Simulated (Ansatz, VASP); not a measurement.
## Two plane-wave programs on GaN

The input INCAR:

```
  ALGO = Normal
  EDIFF = 1E-6
  EDIFFG = -0.04
  ENCUT = 600
  GGA = PE
  IBRION = 2
  ISIF = 3
  ISMEAR = 0
  LASPH = T
  LCHARG = F
  LREAL = F
  LWAVE = F
  NELM = 100
  NSW = 90
  PREC = Accurate
  SIGMA = 0.1
```

KPOINTS

```
k-points
0
Gamma
  12 12 4
```

POSCAR

```
GaN
1.0
    2.2349519900      0.0000000000      0.0000000000
   -1.1174760000      1.9355252000      0.0000000000
    0.0000000000      0.0000000000      5.6255517300
Ga N
1 1
Direct
    0.0000000000      0.0000000000      0.5000000000
    0.0000000000      0.0000000000      0.0000000000
```

Input for Ansatz:

```yaml
crystal:
  lattice:
    - [2.23495199, 0.0, 0.0]
    - [-1.117476, 1.9355252, 0.0]
    - [0.0, 0.0, 5.62555173]
  atoms:
    - { symbol: Ga, position: [0.0, 0.0, 0.5] }
    - { symbol: "N", position: [0.0, 0.0, 0.0] }
basis:
  ecutwfc: 420
kpoints:
  mp_grid: { grid: [12, 12, 4] }
hamiltonian:
  xc: pbe
scf:
  occupations: { method: gaussian, width: 0.1 }
  lower_state_search: "off"
output:
  forces: true
  stress: true
  eigenvalues: true
relax:
  adjacent_minimum: "off"
  f_tol: 0.04
  max_steps: 70
  cell: { stress_tol: 0.4 }
```

Alike in both runs: task relaxation of cell and atoms; functional PBE; k mesh 12 × 12 × 4; occupations gaussian, width 0.1 eV; no spin polarisation.

```csv
,VASP,Ansatz
version,VASP 6.6.1,Ansatz 0.2.0
potentials or method,"VASP PAW PBE potentials, release 64 (Ga_d, N), cutoff 600 eV","scalar-relativistic, plane waves, PAW"
valence electrons in the cell,18,18
```

|  | VASP | Ansatz | Ansatz less VASP |
| --- | --- | --- | --- |
| gap on the k mesh at the Fermi level, each at its own relaxed structure (eV) | none | none | - |
| relaxed volume (Å³/atom) | 12.17 | 12.20 | +0.021 |
| relaxed cell length with the largest relative difference (Å) | 2.624 | 2.627 | +0.0035 |

A gap of «none» marks a metal or a gap that the smearing closes.
